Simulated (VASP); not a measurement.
Ca, 1 atom in the cell. The structure is cubic, space group Fm-3m (No. 225). Conventional cell: a = 5.340 Å, b = 5.340 Å, c = 5.340 Å, α = 90.00°, β = 90.00°, γ = 90.00°. Ca (site symmetry m-3m) has 12 Ca at 3.78 Å within 5.0 Å. 

```yaml
Program: VASP 6.6.1
Task: single point
Functional: LDA
Potentials_or_basis: VASP PAW LDA potentials, release 64 (Ca_sv)
Cutoff: 520 eV
k_mesh: 14 × 14 × 14
Occupations: fermi-dirac, width 0.05 eV
Spin: no spin polarisation
Dipole_correction: no
Further_INCAR_settings: ALGO = Normal; EDIFF = 1e-06; NBANDS = 11
```

Potentials or basis: VASP PAW LDA potentials, release 64 (Ca_sv).

Run with:

```bash
$ cat potpaw_LDA.64/Ca_sv/POTCAR > POTCAR
$ mpirun -np 1 vasp_std > vasp.out
```

Hardware: 1 thread of Oxide Virtual Turin-like Processor, with other jobs on the host.

Question: How long does it take, and how much memory?

Answer: Wall time 23 s on 1 thread of Oxide Virtual Turin-like Processor, on a shared host, peak memory 0.13 GiB. Counts: scf iterations 10, k points 104.
